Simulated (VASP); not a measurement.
A run of VASP 6.6.1 is set up as follows.

The input POSCAR:

```
Mg
1.0
    3.1792646675      0.0000000000      0.0000000000
   -1.5896323337      2.7533239674      0.0000000000
    0.0000000000      0.0000000000      5.1568903974
Mg
2
Direct
    0.3333333333      0.6666666667      0.2500000000
    0.6666666667      0.3333333333      0.7500000000
```

Contents of INCAR.step1:

```
PREC = Accurate
ENCUT = 520
ISMEAR = -1
SIGMA = 0.2
LREAL = F
LASPH = T
NELM = 100
NBANDS = 9
GGA = PE
ALGO = Normal
EDIFF = 1E-4
LWAVE = T
LCHARG = F
```

The input INCAR.step2:

```
PREC = Accurate
ENCUT = 520
EDIFF = 1E-6
ISMEAR = -1
SIGMA = 0.2
LREAL = F
LASPH = T
NELM = 100
ALGO = Normal
ISIF = 2
LWAVE = F
LCHARG = F
METAGGA = R2SCAN
LMIXTAU = T
NBANDS = 9
ISTART = 1
```

File KPOINTS:

```
regular mesh
0
Gamma
  11 11 6
```

Potentials or basis: VASP PAW PBE potentials, release 64 (Mg).

Launch:

```sh
$ cat potpaw_PBE.64/Mg/POTCAR > POTCAR
$ cp INCAR.step1 INCAR
$ mpirun -np 1 vasp_std > vasp.out
$ cp INCAR.step2 INCAR
$ mpirun -np 1 vasp_std > vasp.out
```

(1) Predict the band gap on the k mesh.

(2) What does it give for the pressure?

## Answers

(1) zero (bands 2 and 3 overlap by 2.07 eV).

(2) -0.1 GPa.

Caveat: the PAW data sets were made with another functional, which shifts forces and pressure a little.
